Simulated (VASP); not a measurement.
Si2Ni: single point with PBE

Si2Ni:

```
Si Ni
1.0
     0.00000    2.77655    2.77655
     2.77655    0.00000    2.77655
     2.77655    2.77655    0.00000
Si Ni
2 1
Direct
  0.25000 0.25000 0.25000
  0.75000 0.75000 0.75000
  0.00000 0.00000 0.00000
```

| Property | Result |
| --- | --- |
| Program | VASP 6.6.1 |
| Task | single point |
| Functional | PBE |
| Potentials or basis | VASP PAW PBE potentials, release 64 (Si, Ni) |
| Cutoff | 520 eV |
| k mesh | 14 × 14 × 14 |
| Occupations | gaussian, width 0.15 eV |
| Spin | collinear spin, ferromagnetic start |
| Starting moments | [0.0, 0.0, 0.125] μB |
| Fixed moment | 0.125 μB |
| Dipole correction | no |
| Further INCAR settings | ALGO = Normal; EDIFF = 1e-06; NBANDS = 20 |

```json
{
 "Pressure": "-7.4 GPa",
 "Net moment": "0.12 μB per cell",
 "Site moments": "Si +0.01; Ni +0.07 μB",
 "Valence electrons inside the program's atomic spheres": "Si 1.55; Ni 9.61"
}
```

Run time: 110 s on 1 thread of Intel(R) Xeon(R) 6975P-C (Granite Rapids) (shared host), peak memory 0.27 GiB.

Caveat: the total moment is fixed, so each spin has its own Fermi level.
